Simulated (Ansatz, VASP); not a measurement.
TePb: VASP beside Ansatz

INCAR

```
PREC = Accurate
ENCUT = 600
EDIFF = 1E-6
ISMEAR = 0
SIGMA = 0.01
LREAL = False
LASPH = True
NELM = 80
ALGO = Normal
ISIF = 3
LWAVE = False
LCHARG = False
GGA = CA
IBRION = 2
NSW = 80
EDIFFG = -0.01
```

Contents of KPOINTS:

```
Automatic mesh
0
Gamma
  7 7 7
```

Contents of POSCAR:

```
TePb
1.0
    0.0000000000      3.2310000000      3.2310000000
    3.2310000000      0.0000000000      3.2310000000
    3.2310000000      3.2310000000      0.0000000000
Pb Te
1 1
Direct
    0.0000000000      0.0000000000      0.0000000000
    0.5000000000      0.5000000000      0.5000000000
```

The input input.yaml:

```yaml
crystal:
  lattice:
    - [0.0, 3.231, 3.231]
    - [3.231, 0.0, 3.231]
    - [3.231, 3.231, 0.0]
  atoms:
    - { symbol: Pb, position: [0.0, 0.0, 0.0] }
    - { symbol: Te, position: [0.5, 0.5, 0.5] }
kpoints:
  mp_grid: { grid: [7, 7, 7] }
scf:
  occupations: { method: gaussian, width: 0.01 }
hamiltonian:
  xc: lda
  pseudopotentials: { kind: all_electron, lapw: { basis_error: 0.001 } }
output:
  forces: true
  stress: true
relax:
  f_tol: 0.01
  max_steps: 60
  cell: {}
```

Alike in both runs: task relaxation of cell and atoms; functional LDA; k mesh 7 × 7 × 7; occupations gaussian, width 0.01 eV; no spin polarisation.

```csv
,VASP,Ansatz
version,VASP 6.6.1,Ansatz 0.2.0
potentials or method,"VASP PAW LDA potentials, release 64 (Pb_d, Te), cutoff 600 eV","all-electron LAPW, scalar-relativistic"
```

```csv
,VASP,Ansatz,Ansatz less VASP
relaxed volume (Å³/atom),32.52,32.49,-0.038
relaxed cell length with the largest relative difference (Å),4.514,4.512,-0.0018
```

LDA's correlation is that of Perdew and Zunger in VASP and of Perdew and Wang (1992) in Ansatz. Ansatz ran all-electron here, and VASP with PAW potentials.

Neither program's run includes spin-orbit coupling.
